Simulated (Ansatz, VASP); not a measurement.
**One calculation of TiO2, two programs**

```xyz
6
Lattice="-1.8132 1.8132 4.7595 1.8132 -1.8132 4.7595 1.8132 1.8132 -4.7595" Properties=species:S:1:pos:R:3 pbc="T T T"
Ti    0.0000    0.0000    0.0000
Ti    0.0000    1.8132    2.3798
O     0.0000    0.0000    1.9536
O     0.0000    1.8132    4.3333
O     0.0000    1.8132    0.4262
O     0.0000    0.0000    7.5654
```

Alike in both runs: task single point; functional PBE; k mesh 8 × 8 × 8; occupations gaussian, width 0.05 eV; no spin polarisation; Hubbard terms Ti d U = 4.0 eV.

```csv
,VASP,Ansatz
version,VASP 6.6.1,Ansatz 0.2.0
potentials or method,"VASP PAW PBE potentials, release 64 (Ti_sv, O), cutoff 520 eV","scalar-relativistic, plane waves, PAW"
valence electrons in the cell,48,48
```

```tsv
	VASP	Ansatz	Ansatz less VASP
gap on the k mesh at the Fermi level (eV)	3.09	3.04	-0.050
least direct gap on the mesh (eV)	3.37	3.32	-0.050
rms of the force components (eV/Å)	0.234	0.164	-0.0697
```

The programs project onto different local orbitals, so the same U acts differently, and such runs can settle in different states. Atom by atom the forces differ by 0.070 eV/Å (rms over components).
